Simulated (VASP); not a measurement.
# CsSb2 (P6/mmm) in VASP: further runs

Runs on CsSb2. Level: PBE. Tasks: single point, relaxation of cell and atoms.

All numbers are computed with VASP 6.6.1; they aren't measurements. Logs are shortened: lines on timing, memory, paths and dates and some standing lists are left out, and cuts for length are marked.

## Step 1: The cell of the first run

It takes space group P6/mmm (No. 191, hexagonal). Conventional cell: a = 5.163 Å, b = 5.163 Å, c = 5.945 Å, α = 90.00°, β = 90.00°, γ = 120.00°. Cs (site symmetry 6/mmm) has 12 Sb at 4.21 Å and 6 Cs at 5.16 Å within 5.5 Å. Sb (site symmetry -6m2) has 3 Sb at 2.98 Å within 3.9 Å.

## Step 2: Single point, PBE

INCAR reads:

```
  PREC = Accurate
  ENCUT = 520
  EDIFF = 1E-6
  ISMEAR = 0
  SIGMA = 0.1
  LREAL = False
  LASPH = True
  NELM = 80
  ALGO = Normal
  ISIF = 2
  LWAVE = False
  LCHARG = True
  GGA = PE
  LELF = True
  LVHAR = True
  NBANDS = 16
```

KPOINTS reads:

```
regular mesh
0
Gamma
  12 12 8
```

POSCAR reads:

```
CsSb2
1.0
    5.1629424559      0.0000000000      0.0000000000
   -2.5814712279      4.4712393251      0.0000000000
    0.0000000000      0.0000000000      5.9447723561
Cs Sb
1 2
Direct
    0.0000000000      0.0000000000      0.0000000000
    0.3333333333      0.6666666667      0.5000000000
    0.6666666667      0.3333333333      0.5000000000
```

Potentials or basis: VASP PAW PBE potentials, release 64 (Cs_sv, Sb).

The run is started by

```
> cat potpaw_PBE.64/Cs_sv/POTCAR potpaw_PBE.64/Sb/POTCAR > POTCAR
> mpirun -np 1 vasp_std > vasp.out
```

OUTCAR:

```text
PREC = Accurate
   ENCUT = 520
   EDIFF = 1E-6
   ISMEAR = 0
   LREAL = False
   LASPH = True
   NELM = 80
   ISIF = 2
   GGA = PE

 ion  position               nearest neighbor table
   1  0.000  0.000  0.000-
   2  0.333  0.667  0.500-   3 2.98   3 2.98   3 2.98
   3  0.667  0.333  0.500-   2 2.98   2 2.98   2 2.98

  LATTYP: Found a hexagonal cell.
 ALAT       =     5.1629424559
 C/A-ratio  =     1.1514310700

  Lattice vectors:

 A1 = (   5.1629424559,   0.0000000000,   0.0000000000)
 A2 = (  -2.5814712279,   4.4712393251,   0.0000000000)
 A3 = (   0.0000000000,   0.0000000000,   5.9447723561)

Analysis of symmetry for initial positions (statically):
=====================================================================
 Subroutine PRICEL returns:
 Original cell was already a primitive cell.

 Routine SETGRP: Setting up the symmetry group for a
 hexagonal supercell.

 Subroutine GETGRP returns: Found 24 space group operations
 (whereof 24 operations were pure point group operations)
 out of a pool of 24 trial point group operations.

The static configuration has the point symmetry D_6h.

Analysis of symmetry for dynamics (positions and initial velocities):
=====================================================================
 Subroutine PRICEL returns:
 Original cell was already a primitive cell.

 Routine SETGRP: Setting up the symmetry group for a
 hexagonal supercell.

 Subroutine GETGRP returns: Found 24 space group operations
 (whereof 24 operations were pure point group operations)
 out of a pool of 24 trial point group operations.

The dynamic configuration has the point symmetry D_6h.

 Subroutine INISYM returns: Found 24 space group operations
 (whereof 24 operations are pure point group operations),
 and found     1 'primitive' translations

----------------------------------------------------------------------------------------

                                     Primitive cell

  volume of cell :     137.2336

  direct lattice vectors                    reciprocal lattice vectors
     5.162942456  0.000000000  0.000000000     0.193688000  0.111825819  0.000000000
    -2.581471228  4.471239325  0.000000000     0.000000000  0.223651638  0.000000000
     0.000000000  0.000000000  5.944772356     0.000000000  0.000000000  0.168215020

  length of vectors
     5.162942456  5.162942456  5.944772356     0.223651638  0.223651638  0.168215020

  position of ions in fractional coordinates (direct lattice)
     0.000000000  0.000000000  0.000000000
     0.333333333  0.666666667  0.500000000
     0.666666667  0.333333333  0.500000000

  ion indices of the primitive-cell ions
   primitive index   ion index
                 1           1
                 2           2
                 3           3

----------------------------------------------------------------------------------------

 KPOINTS: regular mesh

Automatic generation of k-mesh.
 Grid dimensions read from file:
 generate k-points for:   12   12    8

 Generating k-lattice:

  Cartesian coordinates                     Fractional coordinates (reciprocal lattice)
     0.016140667  0.009318818  0.000000000     0.083333333  0.000000000  0.000000000
     0.000000000  0.018637637  0.000000000     0.000000000  0.083333333  0.000000000
     0.000000000  0.000000000  0.021026877     0.000000000  0.000000000  0.125000000

  Length of vectors
     0.018637637  0.018637637  0.021026877

  Shift w.r.t. Gamma in fractional coordinates (k-lattice)
     0.000000000  0.000000000  0.000000000

 Subroutine IBZKPT returns following result:
 ===========================================

 Found     95 irreducible k-points:

 Following reciprocal coordinates:
            Coordinates               Weight
  0.000000  0.000000  0.000000      1.000000
  0.083333 -0.000000  0.000000      6.000000
  0.166667  0.000000  0.000000      6.000000
  0.250000  0.000000  0.000000      6.000000
  0.333333  0.000000  0.000000      6.000000
  0.416667  0.000000  0.000000      6.000000
[... 16 lines left out ...]
  0.250000  0.000000  0.125000     12.000000
  0.333333  0.000000  0.125000     12.000000
 [... further k-points ...]
   k-points           NKPTS =     95   k-points in BZ     NKDIM =     95   number of bands    NBANDS=     16
   number of dos      NEDOS =    301   number of ions     NIONS =      3
   total plane-waves  NPLWV =  76800
   dimension x,y,z NGX =    40 NGY =   40 NGZ =   48
   dimension x,y,z NGXF=    80 NGYF=   80 NGZF=   96
   ions per type =               1   2
   NGX,Y,Z   is equivalent  to a cutoff of  12.88, 12.88, 13.42 a.u.
   NGXF,Y,Z  is equivalent  to a cutoff of  25.76, 25.76, 26.85 a.u.
 SYSTEM =  unknown system
   PREC   = accura    normal or accurate (medium, high low for compatibility)
   ISTART =      0    job   : 0-new  1-cont  2-samecut
   ICHARG =      2    charge: 1-file 2-atom 10-const
   ISPIN  =      1    spin polarized calculation?
   LNONCOLLINEAR =      F non collinear calculations
   LSORBIT =      F    spin-orbit coupling
   LASPH  =      T    aspherical Exc in radial PAW
   ENCUT  =  520.0 eV  38.22 Ry    6.18 a.u.   9.60  9.60 11.05*2*pi/ulx,y,z
   NELM   =     80;   NELMIN=  2; NELMDL= -5     # of ELM steps
   EDIFF  = 0.1E-05   stopping-criterion for ELM
   LREAL  =      F    real-space projection
   EDIFFG = 0.1E-04   stopping-criterion for IOM
   NSW    =      0    number of steps for IOM
   IBRION =     -1    ionic relax: 0-MD 1-quasi-New 2-CG
   NFREE  =      0    steps in history (QN), initial steepest desc. (CG)
   ISIF   =      2    stress and relaxation
   ISYM   =      2    0-nonsym 1-usesym 2-fastsym
   POTIM  = 0.5000    time-step for ionic-motion
   TEBEG  =    0.0;   TEEND  =   0.0 temperature during run
   PSTRESS=    0.0 pullay stress
   NELECT =      19.0000    total number of electrons
   NUPDOWN=      -1.0000    fix difference up-down
   EMIN   =  10.00;   EMAX   =-10.00  energy-range for DOS
   EFERMI =   0.00;   METHOD = LEGACY
   ISMEAR =     0;   SIGMA  =   0.10  broadening in eV -4-tet -1-fermi 0-gaus
   EFERMI_NEDOS =   21; number of points for ismear=-14 and -15
   IALGO  =     38    algorithm
   IMIX   =      4    mixing-type and parameters
     AMIX     =   0.40;   BMIX     =  1.00
     AMIX_MAG =   1.60;   BMIX_MAG =  1.00
  volume/ion in A,a.u.               =      45.74       308.70
  Fermi-wavevector in a.u.,A,eV,Ry     =   0.846914  1.600435  9.758956  0.717263
  Thomas-Fermi vector in A             =   1.962337
   LORBIT       =      0    0 simple, 1 ext, 2 COOP (PROOUT), +10 PAW based schemes
   GGA     = PE    functional components
   LHFCALC =     F    Hartree Fock is set to
   AEXX    =    0.0000 exact exchange contribution
   IVDW    =     0    specifies the selected vdW correction
   LEPSILON=     F    determine dielectric tensor
   LRPA    =     F    only Hartree local field effects (RPA)
 non-spin polarized calculation
 Gauss-broadening in eV      SIGMA  =   0.10
  energy-cutoff  :      520.00
  volume of cell :      137.23
 maximum number of plane-waves:      3742
 NGX is ok and might be reduce to    40
   NGX = 19   NGY = 19   NGZ = 23

 number of electron      18.9999997 magnetization

 Free energy of the ion-electron system (eV)
  ---------------------------------------------------
  ext. energy  EPLUGINS =         0.00000000
  ---------------------------------------------------
  free energy    TOTEN  =        -9.99037571 eV

  energy without entropy =       -9.98203609  energy(sigma->0) =       -9.98620590

 E-fermi :   3.1334     XC(G=0):  -7.8210

 val. band max:        3.1214452097   @ k =   0.2500   0.1667   0.1250
 cond. band min:       3.1483037806   @ k =   0.2500   0.0833   0.3750
 fundamental gap:      0.0268585709
 Fermi energy:         3.1334382531

 k-point     1 :       0.0000    0.0000    0.0000
  band No.  band energies     occupation
      1     -19.0824      2.00000
      2      -7.6320      2.00000
      3      -5.9727      2.00000
      4      -5.8476      2.00000
      5      -5.8476      2.00000
      6      -2.6959      2.00000
[... 8 lines left out ...]
     15       7.6784      0.00000
     16       7.6785      0.00000

 k-point     2 :       0.0833   -0.0000    0.0000
  band No.  band energies     occupation
      1     -19.0817      2.00000
      2      -7.5950      2.00000
      3      -5.9685      2.00000
      4      -5.8529      2.00000
      5      -5.8512      2.00000
      6      -2.9077      2.00000
[... 8 lines left out ...]
     15       7.5395      0.00000
     16       7.7520      0.00000

 k-point     3 :       0.1667    0.0000    0.0000
  band No.  band energies     occupation
      1     -19.0799      2.00000
      2      -7.4865      2.00000
      3      -5.9571      2.00000
      4      -5.8655      2.00000
      5      -5.8612      2.00000
      6      -3.4054      2.00000
[... 8 lines left out ...]
     15       7.4441      0.00000
     16       7.4957      0.00000

 k-point     4 :       0.2500    0.0000    0.0000
  band No.  band energies     occupation
      1     -19.0774      2.00000
      2      -7.3158      2.00000
      3      -5.9413      2.00000
      4      -5.8750      2.00000
      5      -5.8747      2.00000
      6      -3.9957      2.00000
[... 8 lines left out ...]
     15       7.2455      0.00000
     16       8.0880      0.00000
[... 324 lines left out ...]
 k-point    22 :       0.1667    0.0000    0.1250
  band No.  band energies     occupation
      1     -19.0797      2.00000
      2      -7.5070      2.00000
      3      -5.9419      2.00000
      4      -5.8598      2.00000
      5      -5.8473      2.00000
      6      -3.4028      2.00000
[... 8 lines left out ...]
     15       7.3905      0.00000
     16       7.5326      0.00000

 k-point    23 :       0.2500    0.0000    0.1250
  band No.  band energies     occupation
      1     -19.0773      2.00000
      2      -7.3288      2.00000
      3      -5.9576      2.00000
      4      -5.8730      2.00000
      5      -5.8401      2.00000
      6      -3.9941      2.00000
[... 8 lines left out ...]
     15       7.3837      0.00000
     16       7.7116      0.00000

 k-point    24 :       0.3333    0.0000    0.1250
  band No.  band energies     occupation
      1     -19.0748      2.00000
      2      -7.1066      2.00000
      3      -5.9677      2.00000
      4      -5.8862      2.00000
      5      -5.8236      2.00000
      6      -4.5674      2.00000
[... 8 lines left out ...]
     15       7.2153      0.00000
     16       8.1159      0.00000

 [... further k-points ...]
[... 5 lines left out ...]
  --------------------------------------------------------------------------------------
  -------------------------------------------------------------------------------------
  Total        0.0173783      0.0173783     -0.0014803      0.0000000      0.0000000     -0.0000000
  in kB        0.2028884      0.2028884     -0.0172825      0.0000000      0.0000000     -0.0000000
  external PRESSURE =       0.1294981 kB  Pullay stress =       0.0000000 kB

 VOLUME and BASIS-vectors are now :
 -----------------------------------------------------------------------------
  energy-cutoff  :      520.00
  volume of cell :      137.23
      direct lattice vectors                 reciprocal lattice vectors
     5.162942456  0.000000000  0.000000000     0.193688000  0.111825819  0.000000000
    -2.581471228  4.471239325  0.000000000     0.000000000  0.223651638  0.000000000
     0.000000000  0.000000000  5.944772356     0.000000000  0.000000000  0.168215020

 POSITION                                       TOTAL-FORCE (eV/Angst)
 -----------------------------------------------------------------------------------
      0.00000      0.00000      0.00000        -0.000000      0.000000     -0.000000
     -0.00000      2.98083      2.97239        -0.000000     -0.000000     -0.000000
      2.58147      1.49041      2.97239         0.000000      0.000000      0.000000
 -----------------------------------------------------------------------------------
    total drift:                                0.000000     -0.000000      0.000000

  FREE ENERGIE OF THE ION-ELECTRON SYSTEM (eV)
  ---------------------------------------------------
  free  energy   TOTEN  =        -9.9903757114 eV

  energy  without entropy=       -9.9820360880  energy(sigma->0) =       -9.98620590
```

Wall time 2.4 min (1 thread of Intel Xeon Platinum 8488C (Sapphire Rapids), shared host); peak memory 0.4 GiB.

Results:

```
Free energy : -9.9904 eV
Pressure    : 0.0 GPa
```

Caveat: spin-orbit coupling is left out, which moves the levels of the heavy elements.

## Step 3: Relaxation of cell and atoms, PBE

This run uses another cell than the first one, of 31.63 Å³/atom, 0.691 times its volume.

INCAR reads:

```
SYSTEM = CsSb2
PREC = Accurate
ENCUT = 500
EDIFF = 1E-7
ISMEAR = 0
SIGMA = 0.1
LREAL = .False.
LASPH = .True.
NELM = 120
ALGO = Normal
ISIF = 3
LWAVE = .False.
LCHARG = .False.
GGA = PE
IBRION = 2
NSW = 90
EDIFFG = -0.04
GGA_COMPAT = .False.
NELMIN = 4
```

KPOINTS reads:

```
regular mesh
0
Gamma
  6 6 4
  0 0 0
```

POSCAR reads:

```
CsSb2
1.0
    4.6642108421      0.0000000000      0.0000000000
   -2.3321054210      4.0393250779      0.0000000000
    0.0000000000      0.0000000000      5.0361080521
Cs Sb
1 2
Direct
    0.0000000000      0.0000000000      0.0000000000
    0.3333333333      0.6666666667      0.5000000000
    0.6666666667      0.3333333333      0.5000000000
```

Potentials or basis: VASP PAW PBE potentials, release 64 (Cs_sv, Sb_d_GW).

The run is started by

```
> cat potpaw_PBE.64/Cs_sv/POTCAR potpaw_PBE.64/Sb_d_GW/POTCAR > POTCAR
> mpirun -np 1 vasp_std > vasp.out
```

Wall time 2.6 min (1 thread of Intel Xeon 6975P-C (Granite Rapids), shared host); peak memory 0.25 GiB.

Results (log left out):

| Property | Result |
| --- | --- |
| Free energy | -10.0355 eV |
| Relaxed volume | 45.50 Å³/atom |
| Relaxed cell | a = 5.174 Å, b = 5.174 Å, c = 5.888 Å, α = 90.00°, β = 90.00°, γ = 120.00° |
| Space group after relaxing (to 0.05 Å) | P6/mmm (No. 191) |
| Energy gained by relaxing | 485.8 meV/atom |
| Ionic steps | 8 |
| Pressure after relaxing | -0.1 GPa |

Stress tensor (GPa, compression positive):
```
-0.13  0.00  0.00
 0.00 -0.13  0.00
 0.00  0.00 -0.05
```

The path:
```tsv
step	energy change (eV)	largest force (eV/Å)	pressure (GPa)	volume (Å³)
1	0.0000	0.0000	16.00	94.88
2	-1.1838	0.0000	-2.53	144.90
3	-1.3735	0.0000	0.39	126.93
4	-1.3735	0.0000	0.21	127.63
5	-1.4085	0.0000	0.18	129.55
6	-1.4571	0.0000	0.13	135.04
7	-1.4572	0.0000	0.14	135.18
8	-1.4573	0.0000	-0.11	136.50
```

Final structure:
```
CELL_PARAMETERS angstrom
5.17402 0.00000 0.00000
-2.58701 4.48083 0.00000
0.00000 0.00000 5.88754
ATOMIC_POSITIONS crystal
Cs 0.00000 0.00000 0.00000
Sb 0.33333 0.66667 0.50000
Sb 0.66667 0.33333 0.50000
```

Levels at points of the mesh, in eV from the Fermi level:
| k point | band 15 | band 16 | band 17 | band 18 | band 19 | band 20 | band 21 | band 22 | band 23 |
| --- | --- | --- | --- | --- | --- | --- | --- | --- | --- |
| (0.00, 0.00, 0.00) | -8.91 | -5.81 | -2.54 | -2.54 | -2.03 | 1.14 | 1.14 | 1.34 | 1.79 |
| (0.50, 0.00, 0.00) | -8.75 | -8.38 | -3.19 | -1.62 | -1.60 | -0.12 | 2.71 | 3.18 | 3.77 |
| (0.00, 0.00, 0.50) | -8.73 | -5.78 | -2.92 | -2.49 | -2.49 | 0.74 | 0.74 | 1.41 | 3.57 |
| (0.50, 0.00, 0.50) | -8.95 | -8.13 | -3.31 | -1.42 | -1.24 | -0.92 | 3.15 | 3.99 | 4.28 |

Caveat: the volume moved by over 15 % at a fixed basis, so the end points are rough; spin-orbit coupling is left out, which moves the levels of the heavy elements.
